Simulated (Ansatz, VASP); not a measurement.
**Cu: VASP beside Ansatz**

Contents of INCAR:

```
PREC = Accurate
ENCUT = 520
EDIFF = 1E-7
ISMEAR = -1
SIGMA = 0.1
LREAL = F
LASPH = T
NELM = 60
ALGO = Normal
ISIF = 2
LWAVE = F
LCHARG = F
GGA = CA
NBANDS = 12
```

File KPOINTS:

```
Automatic mesh
0
Gamma
  7 7 7
```

Contents of POSCAR:

```
Cu
1.0
    0.0000000000      1.7588202533      1.7588202533
    1.7588202533      0.0000000000      1.7588202533
    1.7588202533      1.7588202533      0.0000000000
Cu
1
Direct
    0.0000000000      0.0000000000      0.0000000000
```

Input for Ansatz:

```yaml
crystal:
  lattice:
    - [0.0, 1.7588202533, 1.7588202533]
    - [1.7588202533, 0.0, 1.7588202533]
    - [1.7588202533, 1.7588202533, 0.0]
  atoms:
    - { symbol: Cu, position: [0.0, 0.0, 0.0] }
hamiltonian:
  xc: lda
  pseudopotentials:
    kind: paw
    azcp:
      Cu: "pseudopotentials/Cu.paw.azcp"
basis:
  ecutwfc: 420
  fft_grid_basis: typed
kpoints:
  mp_grid: { grid: [7, 7, 7], shift: [0, 0, 0] }
magnetization:
  spin_polarized: false
scf:
  occupations: { method: fermi_dirac, width: 0.1 }
  lower_state_search: "off"
output:
  stress: true
  write_density: true
  write_potential: true
  elf: true
  volumetric_format: npy
```

Alike in both runs: task single point; functional LDA; k mesh 7 × 7 × 7; occupations fermi-dirac, width 0.1 eV; no spin polarisation.

```csv
,VASP,Ansatz
version,VASP 6.6.1,Ansatz 0.2.0
potentials or method,"VASP PAW LDA potentials, release 64 (Cu), cutoff 520 eV","plane waves (420 eV) with PAW, scalar-relativistic"
valence electrons in the cell,11,19
```

Ansatz gave:

| Quantity | Value |
| --- | --- |
| pressure (GPa) | -0.1 |

Task: Estimate VASP's values.

Result: Pressure (GPa): 0.8.

Ansatz warns that its potentials were made for another functional, while VASP's fit it. LDA's correlation is that of Perdew and Zunger in VASP and of Perdew and Wang (1992) in Ansatz. VASP's potentials hold 11 valence electrons a cell and Ansatz's 19, so a difference there can come from the potentials and not from the codes.

The k mesh is coarse, so the values compare programs but aren't converged.
